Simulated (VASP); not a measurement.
# MgI2 (P-3m1) in VASP: a series of runs, part 2 of 2

VASP 6.6.1. Earlier steps stand in the parts before.

## 3. Single point, PBE (35.40 Å³/atom)

This run uses another cell than the first one, of 35.40 Å³/atom.

INCAR

```
PREC = Accurate
ENCUT = 520
EDIFF = 1E-6
ISMEAR = -1
SIGMA = 0.05
LREAL = False
LASPH = True
NELM = 100
ALGO = Normal
ISIF = 2
LWAVE = False
LCHARG = False
GGA = PE
NBANDS = 15
```

KPOINTS

```
Automatic mesh
0
Gamma
  8 8 4
```

POSCAR

```
MgI2
1.0
    4.1944799318      0.0000000000      0.0000000000
   -2.0972399659      3.6325261766      0.0000000000
    0.0000000000      0.0000000000      6.9705366983
I Mg
2 1
Direct
    0.6666666667      0.3333333333      0.7500000000
    0.3333333333      0.6666666667      0.2500000000
    0.0000000000      0.0000000000      0.0000000000
```

Potentials or basis: VASP PAW PBE potentials, release 64 (I, Mg).

Started as:

```console
$ cat potpaw_PBE.64/I/POTCAR potpaw_PBE.64/Mg/POTCAR > POTCAR
$ mpirun -np 1 vasp_std > vasp.out
```

OUTCAR:

```text
PREC = Accurate
   ENCUT = 520
   EDIFF = 1E-6
   ISMEAR = -1
   LREAL = False
   LASPH = True
   NELM = 100
   ISIF = 2
   GGA = PE

 ion  position               nearest neighbor table
   1  0.667  0.333  0.750-   3 2.98   3 2.98   3 2.98
   2  0.333  0.667  0.250-   3 2.98   3 2.98   3 2.98
   3  0.000  0.000  0.000-   1 2.98   2 2.98   2 2.98   1 2.98   1 2.98   2 2.98

  LATTYP: Found a hexagonal cell.
 ALAT       =     4.1944799318
 C/A-ratio  =     1.6618357488

  Lattice vectors:

 A1 = (   4.1944799318,   0.0000000000,   0.0000000000)
 A2 = (  -2.0972399659,   3.6325261766,   0.0000000000)
 A3 = (   0.0000000000,   0.0000000000,   6.9705366983)

Analysis of symmetry for initial positions (statically):
=====================================================================
 Subroutine PRICEL returns:
 Original cell was already a primitive cell.

 Routine SETGRP: Setting up the symmetry group for a
 hexagonal supercell.

 Subroutine GETGRP returns: Found 12 space group operations
 (whereof 12 operations were pure point group operations)
 out of a pool of 24 trial point group operations.

The static configuration has the point symmetry D_3d.

Analysis of symmetry for dynamics (positions and initial velocities):
=====================================================================
 Subroutine PRICEL returns:
 Original cell was already a primitive cell.

 Routine SETGRP: Setting up the symmetry group for a
 hexagonal supercell.

 Subroutine GETGRP returns: Found 12 space group operations
 (whereof 12 operations were pure point group operations)
 out of a pool of 24 trial point group operations.

The dynamic configuration has the point symmetry D_3d.

 Subroutine INISYM returns: Found 12 space group operations
 (whereof 12 operations are pure point group operations),
 and found     1 'primitive' translations

----------------------------------------------------------------------------------------

                                     Primitive cell

  volume of cell :     106.2070

  direct lattice vectors                    reciprocal lattice vectors
     4.194479932  0.000000000  0.000000000     0.238408579  0.137645257  0.000000000
    -2.097239966  3.632526177  0.000000000     0.000000000  0.275290514  0.000000000
     0.000000000  0.000000000  6.970536698     0.000000000  0.000000000  0.143460976

  length of vectors
     4.194479932  4.194479932  6.970536698     0.275290514  0.275290514  0.143460976

  position of ions in fractional coordinates (direct lattice)
     0.666666667  0.333333333  0.750000000
     0.333333333  0.666666667  0.250000000
     0.000000000  0.000000000  0.000000000

  ion indices of the primitive-cell ions
   primitive index   ion index
                 1           1
                 2           2
                 3           3

----------------------------------------------------------------------------------------

 KPOINTS: Automatic mesh

Automatic generation of k-mesh.
 Grid dimensions read from file:
 generate k-points for:    8    8    4

 Generating k-lattice:

  Cartesian coordinates                     Fractional coordinates (reciprocal lattice)
     0.029801072  0.017205657  0.000000000     0.125000000  0.000000000  0.000000000
     0.000000000  0.034411314  0.000000000     0.000000000  0.125000000  0.000000000
     0.000000000  0.000000000  0.035865244     0.000000000  0.000000000  0.250000000

  Length of vectors
     0.034411314  0.034411314  0.035865244

  Shift w.r.t. Gamma in fractional coordinates (k-lattice)
     0.000000000  0.000000000  0.000000000

 Subroutine IBZKPT returns following result:
 ===========================================

 Found     35 irreducible k-points:

 Following reciprocal coordinates:
            Coordinates               Weight
  0.000000  0.000000  0.000000      1.000000
  0.125000 -0.000000  0.000000      6.000000
  0.250000 -0.000000  0.000000      6.000000
  0.375000 -0.000000  0.000000      6.000000
  0.500000 -0.000000  0.000000      3.000000
  0.125000  0.125000  0.000000      6.000000
[... 16 lines left out ...]
 -0.125000  0.500000  0.250000     12.000000
  0.250000  0.250000  0.250000     12.000000
 [... further k-points ...]
   k-points           NKPTS =     35   k-points in BZ     NKDIM =     35   number of bands    NBANDS=     15
   number of dos      NEDOS =    301   number of ions     NIONS =      3
   total plane-waves  NPLWV =  55296
   dimension x,y,z NGX =    32 NGY =   32 NGZ =   54
   dimension x,y,z NGXF=    64 NGYF=   64 NGZF=  108
   ions per type =               2   1
   NGX,Y,Z   is equivalent  to a cutoff of  12.68, 12.68, 12.88 a.u.
   NGXF,Y,Z  is equivalent  to a cutoff of  25.37, 25.37, 25.76 a.u.
 SYSTEM =  unknown system
   PREC   = accura    normal or accurate (medium, high low for compatibility)
   ISTART =      0    job   : 0-new  1-cont  2-samecut
   ICHARG =      2    charge: 1-file 2-atom 10-const
   ISPIN  =      1    spin polarized calculation?
   LNONCOLLINEAR =      F non collinear calculations
   LSORBIT =      F    spin-orbit coupling
   LASPH  =      T    aspherical Exc in radial PAW
   ENCUT  =  520.0 eV  38.22 Ry    6.18 a.u.   7.80  7.80 12.96*2*pi/ulx,y,z
   NELM   =    100;   NELMIN=  2; NELMDL= -5     # of ELM steps
   EDIFF  = 0.1E-05   stopping-criterion for ELM
   LREAL  =      F    real-space projection
   EDIFFG = 0.1E-04   stopping-criterion for IOM
   NSW    =      0    number of steps for IOM
   IBRION =     -1    ionic relax: 0-MD 1-quasi-New 2-CG
   NFREE  =      0    steps in history (QN), initial steepest desc. (CG)
   ISIF   =      2    stress and relaxation
   ISYM   =      2    0-nonsym 1-usesym 2-fastsym
   POTIM  = 0.5000    time-step for ionic-motion
   TEBEG  =    0.0;   TEEND  =   0.0 temperature during run
   PSTRESS=    0.0 pullay stress
   NELECT =      16.0000    total number of electrons
   NUPDOWN=      -1.0000    fix difference up-down
   EMIN   =  10.00;   EMAX   =-10.00  energy-range for DOS
   EFERMI =   0.00;   METHOD = LEGACY
   ISMEAR =    -1;   SIGMA  =   0.05  broadening in eV -4-tet -1-fermi 0-gaus
   EFERMI_NEDOS =   21; number of points for ismear=-14 and -15
   IALGO  =     38    algorithm
   IMIX   =      4    mixing-type and parameters
     AMIX     =   0.40;   BMIX     =  1.00
     AMIX_MAG =   1.60;   BMIX_MAG =  1.00
  volume/ion in A,a.u.               =      35.40       238.91
  Fermi-wavevector in a.u.,A,eV,Ry     =   0.871092  1.646124 10.324107  0.758800
  Thomas-Fermi vector in A             =   1.990150
   LORBIT       =      0    0 simple, 1 ext, 2 COOP (PROOUT), +10 PAW based schemes
   GGA     = PE    functional components
   LHFCALC =     F    Hartree Fock is set to
   AEXX    =    0.0000 exact exchange contribution
   IVDW    =     0    specifies the selected vdW correction
   LEPSILON=     F    determine dielectric tensor
   LRPA    =     F    only Hartree local field effects (RPA)
 non-spin polarized calculation
  energy-cutoff  :      520.00
  volume of cell :      106.21
 maximum number of plane-waves:      2882
 NGX is ok and might be reduce to    32
   NGX = 15   NGY = 15   NGZ = 25

 number of electron      15.9999998 magnetization

 Free energy of the ion-electron system (eV)
  ---------------------------------------------------
  ext. energy  EPLUGINS =         0.00000000
  ---------------------------------------------------
  free energy    TOTEN  =        -7.68211999 eV

  energy without entropy =       -7.68211999  energy(sigma->0) =       -7.68211999

 E-fermi :   3.0478     XC(G=0):  -8.1002

 val. band max:        1.9887948525   @ k =   0.0000   0.0000   0.0000
 cond. band min:       5.4075229986   @ k =   0.5000  -0.0000   0.5000
 fundamental gap:      3.4187281460
 Fermi energy:         3.0478227710

 k-point     1 :       0.0000    0.0000    0.0000
  band No.  band energies     occupation
      1      -9.8729      2.00000
      2      -9.2631      2.00000
      3      -1.4129      2.00000
      4       1.6538      2.00000
      5       1.6538      2.00000
      6       1.9676      2.00000
      7       1.9888      2.00000
      8       1.9888      2.00000
      9       5.4539      0.00000
     10       6.8311      0.00000
     11       8.7363      0.00000
     12       8.7363      0.00000
     13       9.4429      0.00000
     14      10.2368      0.00000
[... 401 lines left out ...]
      2      -9.0648      2.00000
      3      -1.0596      2.00000
      4      -0.5403      2.00000
      5       0.0790      2.00000
      6       0.5020      2.00000
      7       0.8842      2.00000
      8       1.4757      2.00000
      9       6.1641      0.00000
     10       7.7645      0.00000
     11       8.6083      0.00000
     12       9.1926      0.00000
     13       9.5679      0.00000
     14       9.6767      0.00000
     15      10.8576      0.00000

 [... further k-points ...]
[... 5 lines left out ...]
  --------------------------------------------------------------------------------------
  -------------------------------------------------------------------------------------
  Total       -0.2441800     -0.2441800     -0.5850308     -0.0000000      0.0000000      0.0000000
  in kB       -3.6835592     -3.6835592     -8.8254365     -0.0000000      0.0000000      0.0000000
  external PRESSURE =      -5.3975183 kB  Pullay stress =       0.0000000 kB

 VOLUME and BASIS-vectors are now :
 -----------------------------------------------------------------------------
  energy-cutoff  :      520.00
  volume of cell :      106.21
      direct lattice vectors                 reciprocal lattice vectors
     4.194479932  0.000000000  0.000000000     0.238408579  0.137645257  0.000000000
    -2.097239966  3.632526177  0.000000000     0.000000000  0.275290514  0.000000000
     0.000000000  0.000000000  6.970536698     0.000000000  0.000000000  0.143460976

 POSITION                                       TOTAL-FORCE (eV/Angst)
 -----------------------------------------------------------------------------------
      2.09724      1.21084      5.22790        -0.000000     -0.000000      0.410594
     -0.00000      2.42168      1.74263         0.000000      0.000000     -0.410594
      0.00000      0.00000      0.00000         0.000000      0.000000      0.000000
 -----------------------------------------------------------------------------------
    total drift:                                0.000000     -0.000000      0.000000

  FREE ENERGIE OF THE ION-ELECTRON SYSTEM (eV)
  ---------------------------------------------------
  free  energy   TOTEN  =        -7.6821199877 eV

  energy  without entropy=       -7.6821199876  energy(sigma->0) =       -7.68211999
```

It took 41 s on 1 thread of AMD EPYC 7R43 (Zen 3), shared host; peak memory 0.21 GiB.

What came out:

| Quantity | Value |
| --- | --- |
| Free energy | -7.6821 eV |
| Pressure | -0.5 GPa |
| Largest force | 0.411 eV/Å |
| Band gap on the k mesh | 3.42 eV (least direct gap 3.47 eV) |

Forces on the atoms (eV/Å):
```
I    0.000  0.000  0.411
I    0.000  0.000 -0.411
Mg   0.000  0.000  0.000
```

Levels at points of the mesh, in eV from the valence-band top:
| k point | band 5 | band 6 | band 7 | band 8 | band 9 | band 10 | band 11 | band 12 |
| --- | --- | --- | --- | --- | --- | --- | --- | --- |
| (0.00, 0.00, 0.00) | -0.33 | -0.02 | 0.00 | 0.00 | 3.47 | 4.84 | 6.75 | 6.75 |
| (0.50, 0.00, 0.00) | -1.80 | -1.20 | -0.88 | -0.37 | 3.61 | 5.27 | 5.45 | 6.82 |
| (0.00, 0.00, 0.50) | -0.22 | -0.22 | -0.12 | -0.12 | 4.51 | 4.88 | 6.56 | 6.56 |
| (0.50, 0.00, 0.50) | -1.05 | -1.01 | -0.77 | -0.64 | 3.42 | 5.11 | 5.73 | 6.01 |

Caveat: spin-orbit coupling is left out, which moves the levels of the heavy elements; this functional lacks dispersion, which binds the layers, so the pressure and a relaxed spacing across them are unreliable. A k mesh can miss the band edges.
